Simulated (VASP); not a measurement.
# Bi3S: single point with PBE

Crystal: Bi3S.

```
Bi S
1.0
     3.83768    0.00000    0.00000
     0.00000    3.83768    0.00000
     0.00000    0.00000    7.77746
Bi S
3 1
Direct
  0.00000 0.00000 0.74742
  0.00000 0.00000 0.25258
  0.50000 0.50000 0.00000
  0.50000 0.50000 0.50000
```

The cell was built from a structure type or drawn by symmetry, and may not be a known phase.

```json
{
  "Program": "VASP 6.6.1",
  "Task": "single point",
  "Functional": "PBE",
  "Potentials or basis": "VASP PAW PBE potentials, release 64 (Bi_d, S)",
  "Cutoff": "520 eV",
  "k mesh": "4 × 4 × 2",
  "Occupations": "gaussian, width 0.1 eV",
  "Spin": "no spin polarisation"
}
```

```json
{"Pressure": "-1.9 GPa", "Largest force": "0.854 eV/Å", "Band gap on the k mesh": "zero (an odd number of electrons rules out a gap without spin polarisation)"}
```

Forces on the atoms (eV/Å):
```
Bi   0.000  0.000 -0.854
Bi   0.000  0.000  0.854
Bi   0.000  0.000  0.000
S    0.000  0.000  0.000
```

Stress tensor (GPa, compression positive):
```
-1.75  0.00  0.00
 0.00 -1.75  0.00
 0.00  0.00 -2.19
```

Levels at points of the mesh, in eV from the Fermi level:
```csv
k point,band 21,band 22,band 23,band 24,band 25,band 26,band 27,band 28,band 29,band 30
"(0.00, 0.00, 0.00)",-1.97,-1.97,-0.92,-0.83,-0.10,-0.10,1.39,1.39,4.08,4.10
"(0.50, 0.00, 0.00)",-4.94,-1.26,-1.02,-0.93,-0.50,1.24,1.44,1.59,2.33,3.13
"(0.50, 0.50, 0.00)",-4.96,-2.56,-2.56,-2.51,-2.09,-2.09,-2.02,0.46,2.19,2.88
"(0.00, 0.00, 0.50)",-2.11,-1.69,-1.69,-0.87,-0.87,1.37,2.33,2.42,2.42,4.25
"(0.50, 0.00, 0.50)",-3.45,-3.35,-3.31,-0.92,1.15,1.55,1.69,1.83,1.84,2.78
"(0.50, 0.50, 0.50)",-4.49,-4.05,-4.05,-1.86,-0.68,-0.50,-0.33,0.04,0.04,1.16
```

Run time: 36 s on 1 thread of Intel(R) Xeon(R) Platinum 8488C (Sapphire Rapids), with other jobs on the host, peak memory 0.23 GiB.

Caveat: the k points lie up to 0.41 Å⁻¹ apart, too coarse for converged energies and pressures of a metal; spin-orbit coupling is left out, which moves the levels of the heavy elements.
